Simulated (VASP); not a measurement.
BaAu2, 3 atoms in the cell. The structure is hexagonal, space group P6/mmm (No. 191). The conventional cell has a = 4.906 Å, b = 4.906 Å, c = 4.240 Å, α = 90.00°, β = 90.00°, γ = 120.00°. Within 4.6 Å of Ba (site symmetry 6/mmm) lie 12 Au at 3.54 Å and 2 Ba at 4.24 Å. Within 3.7 Å of Au (site symmetry -6m2) lie 3 Au at 2.83 Å and 6 Ba at 3.54 Å. 

- Program: VASP 6.6.1
- Task: single point
- Functional: r2SCAN
- Potentials or basis: VASP PAW PBE potentials, release 64 (Ba_sv, Au)
- Cutoff: 520 eV
- k mesh: 8 × 8 × 8
- Occupations: fermi-dirac, width 0.1 eV
- Spin: no spin polarisation
- Dipole correction: no
- Further INCAR settings: ALGO = Normal; EDIFF = 1e-07; NBANDS = 23

Potentials or basis: VASP PAW PBE potentials, release 64 (Ba_sv, Au).

Command:

```console
$ cat potpaw_PBE.64/Ba_sv/POTCAR potpaw_PBE.64/Au/POTCAR > POTCAR
$ cp INCAR.step1 INCAR
$ mpirun -np 1 vasp_std > vasp.out
$ cp INCAR.step2 INCAR
$ mpirun -np 1 vasp_std > vasp.out
```

Hardware: 1 thread of Oxide Virtual Turin-like Processor (shared host).

Problem. Estimate the wall time of this run.

Solution. Wall time 4.6 min on 1 thread of Oxide Virtual Turin-like Processor (shared host), peak memory 0.24 GiB. Counts: k points 50.
